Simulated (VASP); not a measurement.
# Ag (P6_3/mmc) in VASP: further runs

The runs below take Ag through single point, with r2SCAN.

Everything below comes from runs of VASP 6.6.1. Logs are shortened: lines on timing, memory, paths and dates and some standing lists are left out, and cuts for length are marked.

## 1. The cell of the first run

The structure is hexagonal, space group P6_3/mmc (No. 194). The conventional cell has a = 2.930 Å, b = 2.930 Å, c = 4.072 Å, α = 90.00°, β = 90.00°, γ = 120.00°. Within 3.5 Å of Ag (site symmetry -6m2) lie 12 Ag at 2.65 to 2.93 Å.

This isn't the form of Ag at room conditions, which is fcc.

## 2. Single point, r2SCAN (strain -0.1500 x Voigt [0, 0, 1, 0, 0, 0])

Input file POSCAR:

```
Ag
1.0
    2.9299980804      0.0000000000      0.0000000000
   -1.4649990402      2.5374527707      0.0000000000
    0.0000000000      0.0000000000      4.0715000000
Ag
2
Direct
    0.3333333333      0.6666666667      0.2500000000
    0.6666666667      0.3333333333      0.7500000000
```

Input file INCAR.step1:

```
SYSTEM = Ag
  ALGO = Normal
  EDIFF = 1E-4
  ENCUT = 520
  GGA = PE
  ISMEAR = 0
  LASPH = .TRUE.
  LCHARG = .FALSE.
  LREAL = .FALSE.
  LWAVE = .TRUE.
  NBANDS = 18
  NELM = 80
  PREC = Accurate
  SIGMA = 0.15
```

Input file INCAR.step2:

```
SYSTEM = Ag
  ALGO = Normal
  EDIFF = 1E-7
  ENCUT = 520
  ISIF = 2
  ISMEAR = 0
  ISTART = 1
  LASPH = .TRUE.
  LCHARG = .FALSE.
  LMIXTAU = .TRUE.
  LREAL = .FALSE.
  LWAVE = .FALSE.
  METAGGA = R2SCAN
  NBANDS = 18
  NELM = 80
  PREC = Accurate
  SIGMA = 0.15
```

Input file KPOINTS:

```
k-points
0
G
  18 18 10
  0 0 0
```

Potentials or basis: VASP PAW PBE potentials, release 64 (Ag).

Run with:

```console
cat potpaw_PBE.64/Ag/POTCAR > POTCAR
cp INCAR.step1 INCAR
mpirun -np 1 vasp_std > vasp.out
cp INCAR.step2 INCAR
mpirun -np 1 vasp_std > vasp.out
```

OUTCAR:

```text
SYSTEM = Ag
   EDIFF = 1E-7
   ENCUT = 520
   ISIF = 2
   ISMEAR = 0
   ISTART = 1
   LASPH = .TRUE.
   LREAL = .FALSE.
   METAGGA = R2SCAN
   NELM = 80
   PREC = Accurate

 ion  position               nearest neighbor table
   1  0.333  0.667  0.250-   2 2.65   2 2.65   2 2.65   2 2.65   2 2.65   2 2.65
   2  0.667  0.333  0.750-   1 2.65   1 2.65   1 2.65   1 2.65   1 2.65   1 2.65

  LATTYP: Found a hexagonal cell.
 ALAT       =     2.9299980804
 C/A-ratio  =     1.3895913541

  Lattice vectors:

 A1 = (   2.9299980804,   0.0000000000,   0.0000000000)
 A2 = (  -1.4649990402,   2.5374527707,   0.0000000000)
 A3 = (   0.0000000000,   0.0000000000,   4.0715000000)

Analysis of symmetry for initial positions (statically):
=====================================================================
 Subroutine PRICEL returns:
 Original cell was already a primitive cell.

 Routine SETGRP: Setting up the symmetry group for a
 hexagonal supercell.

 Subroutine GETGRP returns: Found 24 space group operations
 (whereof 12 operations were pure point group operations)
 out of a pool of 24 trial point group operations.

The static configuration has the point symmetry D_3d.
 The point group associated with its full space group is D_6h.

Analysis of symmetry for dynamics (positions and initial velocities):
=====================================================================
 Subroutine PRICEL returns:
 Original cell was already a primitive cell.

 Routine SETGRP: Setting up the symmetry group for a
 hexagonal supercell.

 Subroutine GETGRP returns: Found 24 space group operations
 (whereof 12 operations were pure point group operations)
 out of a pool of 24 trial point group operations.

The dynamic configuration has the point symmetry D_3d.
 The point group associated with its full space group is D_6h.

 Subroutine INISYM returns: Found 24 space group operations
 (whereof 12 operations are pure point group operations),
 and found     1 'primitive' translations

----------------------------------------------------------------------------------------

                                     Primitive cell

  volume of cell :      30.2705

  direct lattice vectors                    reciprocal lattice vectors
     2.929998080  0.000000000  0.000000000     0.341297152  0.197048003  0.000000000
    -1.464999040  2.537452771  0.000000000     0.000000000  0.394096005  0.000000000
     0.000000000  0.000000000  4.071500000     0.000000000  0.000000000  0.245609726

  length of vectors
     2.929998080  2.929998080  4.071500000     0.394096005  0.394096005  0.245609726

  position of ions in fractional coordinates (direct lattice)
     0.333333333  0.666666667  0.250000000
     0.666666667  0.333333333  0.750000000

  ion indices of the primitive-cell ions
   primitive index   ion index
                 1           1
                 2           2

----------------------------------------------------------------------------------------

 KPOINTS: k-points

Automatic generation of k-mesh.
 Grid dimensions read from file:
 generate k-points for:   18   18   10

 Generating k-lattice:

  Cartesian coordinates                     Fractional coordinates (reciprocal lattice)
     0.018960953  0.010947111  0.000000000     0.055555556  0.000000000  0.000000000
     0.000000000  0.021894223  0.000000000     0.000000000  0.055555556  0.000000000
     0.000000000  0.000000000  0.024560973     0.000000000  0.000000000  0.100000000

  Length of vectors
     0.021894223  0.021894223  0.024560973

  Shift w.r.t. Gamma in fractional coordinates (k-lattice)
     0.000000000  0.000000000  0.000000000

 Subroutine IBZKPT returns following result:
 ===========================================

 Found    222 irreducible k-points:

 Following reciprocal coordinates:
            Coordinates               Weight
  0.000000  0.000000  0.000000      1.000000
  0.055556  0.000000  0.000000      6.000000
  0.111111  0.000000  0.000000      6.000000
  0.166667  0.000000  0.000000      6.000000
  0.222222  0.000000  0.000000      6.000000
  0.277778  0.000000  0.000000      6.000000
[... 16 lines left out ...]
  0.333333  0.111111  0.000000     12.000000
  0.388889  0.111111  0.000000     12.000000
 [... further k-points ...]
   k-points           NKPTS =    222   k-points in BZ     NKDIM =    222   number of bands    NBANDS=     18
   number of dos      NEDOS =    301   number of ions     NIONS =      2
   total plane-waves  NPLWV =  17280
   dimension x,y,z NGX =    24 NGY =   24 NGZ =   30
   dimension x,y,z NGXF=    48 NGYF=   48 NGZF=   60
   ions per type =               2
   NGX,Y,Z   is equivalent  to a cutoff of  13.62, 13.62, 12.25 a.u.
   NGXF,Y,Z  is equivalent  to a cutoff of  27.23, 27.23, 24.50 a.u.
 SYSTEM =  Ag
   PREC   = accura    normal or accurate (medium, high low for compatibility)
   ISTART =      1    job   : 0-new  1-cont  2-samecut
   ICHARG =      0    charge: 1-file 2-atom 10-const
   ISPIN  =      1    spin polarized calculation?
   LNONCOLLINEAR =      F non collinear calculations
   LSORBIT =      F    spin-orbit coupling
   LASPH  =      T    aspherical Exc in radial PAW
   ENCUT  =  520.0 eV  38.22 Ry    6.18 a.u.   5.45  5.45  7.57*2*pi/ulx,y,z
   NELM   =     80;   NELMIN=  2; NELMDL=  0     # of ELM steps
   EDIFF  = 0.1E-06   stopping-criterion for ELM
   LREAL  =      F    real-space projection
   EDIFFG = 0.1E-05   stopping-criterion for IOM
   NSW    =      0    number of steps for IOM
   IBRION =     -1    ionic relax: 0-MD 1-quasi-New 2-CG
   NFREE  =      0    steps in history (QN), initial steepest desc. (CG)
   ISIF   =      2    stress and relaxation
   ISYM   =      2    0-nonsym 1-usesym 2-fastsym
   POTIM  = 0.5000    time-step for ionic-motion
   TEBEG  =    0.0;   TEEND  =   0.0 temperature during run
   PSTRESS=    0.0 pullay stress
   NELECT =      22.0000    total number of electrons
   NUPDOWN=      -1.0000    fix difference up-down
   EMIN   =  10.00;   EMAX   =-10.00  energy-range for DOS
   EFERMI =   0.00;   METHOD = LEGACY
   ISMEAR =     0;   SIGMA  =   0.15  broadening in eV -4-tet -1-fermi 0-gaus
   EFERMI_NEDOS =   21; number of points for ismear=-14 and -15
   IALGO  =     38    algorithm
   IMIX   =      4    mixing-type and parameters
     AMIX     =   0.40;   BMIX     =  1.00
     AMIX_MAG =   1.60;   BMIX_MAG =  1.00
  volume/ion in A,a.u.               =      15.14       102.14
  Fermi-wavevector in a.u.,A,eV,Ry     =   1.471892  2.781472 29.476542  2.166465
  Thomas-Fermi vector in A             =   2.586972
   LORBIT       =      0    0 simple, 1 ext, 2 COOP (PROOUT), +10 PAW based schemes
   METAGGA = R2SCAN    functional components
   LHFCALC =     F    Hartree Fock is set to
   AEXX    =    0.0000 exact exchange contribution
   IVDW    =     0    specifies the selected vdW correction
   LEPSILON=     F    determine dielectric tensor
   LRPA    =     F    only Hartree local field effects (RPA)
 non-spin polarized calculation
 Gauss-broadening in eV      SIGMA  =   0.15
  energy-cutoff  :      520.00
  volume of cell :       30.27
 maximum number of plane-waves:       849
 NGX is ok and might be reduce to    24
   NGX = 11   NGY = 11   NGZ = 15

 number of electron      22.0000003 magnetization

 Free energy of the ion-electron system (eV)
  ---------------------------------------------------
  ext. energy  EPLUGINS =         0.00000000
  ---------------------------------------------------
  free energy    TOTEN  =       -42.18742197 eV

  energy without entropy =      -42.18072324  energy(sigma->0) =      -42.18407260

 E-fermi :  10.2668     XC(G=0): -13.7961

 val. band max:       10.2107664981   @ k =   0.3333   0.0000   0.4000
 cond. band min:      10.2734880348   @ k =   0.3889   0.1667   0.1000
 fundamental gap:      0.0627215367
 Fermi energy:        10.2668265343

 k-point     1 :       0.0000    0.0000    0.0000
  band No.  band energies     occupation
      1       1.2925      2.00000
      2       2.5585      2.00000
      3       4.6226      2.00000
      4       4.6226      2.00000
      5       4.7106      2.00000
      6       4.7106      2.00000
[... 10 lines left out ...]
     17      29.0230      0.00000
     18      30.8732      0.00000

 k-point     2 :       0.0556    0.0000    0.0000
  band No.  band energies     occupation
      1       1.3785      2.00000
      2       2.5975      2.00000
      3       4.5472      2.00000
      4       4.6693      2.00000
      5       4.6765      2.00000
      6       4.6786      2.00000
[... 10 lines left out ...]
     17      29.4277      0.00000
     18      31.3741      0.00000

 k-point     3 :       0.1111    0.0000    0.0000
  band No.  band energies     occupation
      1       1.6288      2.00000
      2       2.7030      2.00000
      3       4.3772      2.00000
      4       4.5757      2.00000
      5       4.5829      2.00000
      6       4.8057      2.00000
[... 10 lines left out ...]
     17      29.9259      0.00000
     18      30.9182      0.00000

 k-point     4 :       0.1667    0.0000    0.0000
  band No.  band energies     occupation
      1       2.0153      2.00000
      2       2.8381      2.00000
      3       4.2009      2.00000
      4       4.3876      2.00000
      5       4.4506      2.00000
      6       5.0204      2.00000
[... 375 lines left out ...]
      4       4.1382      2.00000
      5       4.3226      2.00000
      6       5.4071      2.00000
[... 10 lines left out ...]
     17      26.0024      0.00000
     18      27.9024      0.00000

 k-point    23 :       0.3333    0.1111    0.0000
  band No.  band energies     occupation
      1       2.8668      2.00000
      2       3.1788      2.00000
      3       3.2451      2.00000
      4       4.0648      2.00000
      5       4.6846      2.00000
      6       5.3412      2.00000
[... 10 lines left out ...]
     17      24.5385      0.00000
     18      27.2626      0.00000

 k-point    24 :       0.3889    0.1111    0.0000
  band No.  band energies     occupation
      1       2.7897      2.00000
      2       3.0466      2.00000
      3       3.2489      2.00000
      4       4.0182      2.00000
      5       4.9433      2.00000
      6       5.3040      2.00000
[... 10 lines left out ...]
     17      23.5026      0.00000
     18      26.8742      0.00000

 [... further k-points ...]

------------------------ aborting loop because EDIFF is reached ----------------------------------------

  FORCE on cell =-STRESS in cart. coord.  units (eV):
  Direction    XX          YY          ZZ          XY          YZ          ZX
  --------------------------------------------------------------------------------------
  -------------------------------------------------------------------------------------
  Total        3.3754932      3.3754932      7.7897800      0.0000000     -0.0000000      0.0000000
  in kB      178.6603050    178.6603050    412.3025584      0.0000000     -0.0000000      0.0000000
  external PRESSURE =     256.5410561 kB  Pullay stress =       0.0000000 kB

 VOLUME and BASIS-vectors are now :
 -----------------------------------------------------------------------------
  energy-cutoff  :      520.00
  volume of cell :       30.27
      direct lattice vectors                 reciprocal lattice vectors
     2.929998080  0.000000000  0.000000000     0.341297152  0.197048003  0.000000000
    -1.464999040  2.537452771  0.000000000     0.000000000  0.394096005  0.000000000
     0.000000000  0.000000000  4.071500000     0.000000000  0.000000000  0.245609726

 POSITION                                       TOTAL-FORCE (eV/Angst)
 -----------------------------------------------------------------------------------
     -0.00000      1.69164      1.01788         0.000000     -0.000000      0.000000
      1.46500      0.84582      3.05363        -0.000000      0.000000      0.000000
 -----------------------------------------------------------------------------------
    total drift:                               -0.000000      0.000000     -0.000000

  FREE ENERGIE OF THE ION-ELECTRON SYSTEM (eV)
  ---------------------------------------------------
  free  energy   TOTEN  =       -42.1874219683 eV

  energy  without entropy=      -42.1807232370  energy(sigma->0) =      -42.18407260
```

Run time: 2.2 min. Hardware: 1 thread of Intel Xeon 6975P-C (Granite Rapids), shared host; peak memory 0.23 GiB.

Results:

- Free energy: -42.1874 eV
- Pressure: 25.7 GPa
- Band gap on the k mesh: zero (bands 11 and 12 overlap by 7.62 eV)

Caveat: the cell differs from its parent crystal (strain -0.1500 x Voigt [0, 0, 1, 0, 0, 0]); the cell stands under pressure; the PAW data sets were made with another functional, which shifts forces and pressure a little.

## 3. Single point, r2SCAN (strain -0.1125 x Voigt [0, 0, 1, 0, 0, 0])

POSCAR, as its differences from that of step 2:

```diff
@@ -4,3 +4,3 @@
    -1.4649990402      2.5374527707      0.0000000000
-    0.0000000000      0.0000000000      4.0715000000
+    0.0000000000      0.0000000000      4.2511250000
 Ag
```

Input file INCAR.step1:

```
SYSTEM = Ag
PREC = Accurate ; ENCUT = 520
ISMEAR = 0 ; SIGMA = 0.15
LREAL = .FALSE. ; LASPH = .TRUE.
NELM = 60 ; NBANDS = 18
GGA = PE ; ALGO = Normal
EDIFF = 1E-4 ; LWAVE = .TRUE.
LCHARG = .FALSE.
```

Input file INCAR.step2:

```
SYSTEM = Ag
PREC = Accurate ; ENCUT = 520
EDIFF = 1E-6 ; ISMEAR = 0
SIGMA = 0.15 ; LREAL = .FALSE.
LASPH = .TRUE. ; NELM = 60
ALGO = Normal ; ISIF = 2
LWAVE = .FALSE. ; LCHARG = .TRUE.
METAGGA = R2SCAN ; LMIXTAU = .TRUE.
LELF = .TRUE. ; LVHAR = .TRUE.
NBANDS = 18 ; ISTART = 1
```

Input file KPOINTS:

```
Automatic mesh
0
G
  18 18 10
  0 0 0
```

Potentials or basis: VASP PAW PBE potentials, release 64 (Ag).

Run with:

```console
cat potpaw_PBE.64/Ag/POTCAR > POTCAR
cp INCAR.step1 INCAR
mpirun -np 1 vasp_std > vasp.out
cp INCAR.step2 INCAR
mpirun -np 1 vasp_std > vasp.out
```

Wall time 1.9 min (1 thread of Intel Xeon 6975P-C (Granite Rapids), shared host); peak memory 0.24 GiB.

Results (log left out):

```yaml
Free_energy: -42.4621 eV
Pressure: 15.0 GPa
Band_gap_on_the_k_mesh: zero (bands 11 and 12 overlap by 7.68 eV)
```

Stress tensor (GPa, compression positive):
```
 9.66  0.00  0.00
 0.00  9.66  0.00
 0.00  0.00 25.55
```

Levels at points of the mesh, in eV from the Fermi level:
```csv
k point,band 9,band 10,band 11,band 12,band 13,band 14
"(0.00, 0.00, 0.00)",-4.94,-3.51,-3.51,0.51,5.90,15.50
"(0.50, 0.00, 0.00)",-3.45,-3.07,-0.39,1.13,8.37,8.51
"(0.00, 0.00, 0.50)",-3.83,-3.83,-3.83,-3.83,14.63,14.63
"(0.50, 0.00, 0.50)",-3.54,-3.54,0.54,0.54,4.94,4.94
```

Caveat: the cell differs from its parent crystal (strain -0.1125 x Voigt [0, 0, 1, 0, 0, 0]); the cell stands under pressure; the PAW data sets were made with another functional, which shifts forces and pressure a little.

## 4. Single point, r2SCAN (strain -0.0750 x Voigt [0, 0, 1, 0, 0, 0])

POSCAR, as its differences from that of step 3:

```diff
@@ -4,3 +4,3 @@
    -1.4649990402      2.5374527707      0.0000000000
-    0.0000000000      0.0000000000      4.2511250000
+    0.0000000000      0.0000000000      4.4307500000
 Ag
```

Input file INCAR.step1:

```
SYSTEM = Ag
PREC = Accurate
ENCUT = 520
ISMEAR = 0
SIGMA = 0.15
LREAL = .FALSE.
LASPH = .TRUE.
NELM = 60
NBANDS = 18
GGA = PE
ALGO = Normal
EDIFF = 1E-4
LWAVE = .TRUE.
LCHARG = .FALSE.
```

Input file INCAR.step2:

```
SYSTEM = Ag
PREC = Accurate
ENCUT = 520
EDIFF = 1E-7
ISMEAR = 0
SIGMA = 0.15
LREAL = .FALSE.
LASPH = .TRUE.
NELM = 60
ALGO = Normal
ISIF = 2
LWAVE = .FALSE.
LCHARG = .FALSE.
METAGGA = R2SCAN
LMIXTAU = .TRUE.
NBANDS = 18
ISTART = 1
```

Input file KPOINTS:

```
regular mesh
0
G
  18 18 10
  0 0 0
```

Run with:

```console
cat potpaw_PBE.64/Ag/POTCAR > POTCAR
cp INCAR.step1 INCAR
mpirun -np 1 vasp_std > vasp.out
cp INCAR.step2 INCAR
mpirun -np 1 vasp_std > vasp.out
```

Run time: 2.5 min. Hardware: 1 thread of Intel Xeon 6975P-C (Granite Rapids), shared host; peak memory 0.24 GiB.

Results (log left out):

| Property | Result |
| --- | --- |
| Free energy | -42.6243 eV |
| Pressure | 7.1 GPa |
| Band gap on the k mesh | zero (bands 11 and 12 overlap by 7.74 eV) |

Stress tensor (GPa, compression positive):
```
 3.90  0.00  0.00
 0.00  3.90  0.00
 0.00  0.00 13.54
```

Levels at points of the mesh, in eV from the Fermi level:
```csv
k point,band 7,band 8,band 9,band 10,band 11,band 12,band 13,band 14,band 15,band 16
"(0.00, 0.00, 0.00)",-4.89,-4.88,-4.88,-3.46,-3.46,0.21,5.00,15.75,18.14,18.14
"(0.50, 0.00, 0.00)",-4.34,-3.56,-3.32,-3.12,-0.19,1.27,7.87,8.02,10.34,10.65
"(0.00, 0.00, 0.50)",-4.77,-4.77,-3.79,-3.79,-3.79,-3.79,13.55,13.55,16.23,16.23
"(0.50, 0.00, 0.50)",-3.54,-3.54,-3.40,-3.40,0.67,0.67,4.77,4.77,13.89,13.89
```

Caveat: the cell differs from its parent crystal (strain -0.0750 x Voigt [0, 0, 1, 0, 0, 0]); the cell stands under pressure; the PAW data sets were made with another functional, which shifts forces and pressure a little.

(Continued in part 2 of 2.)
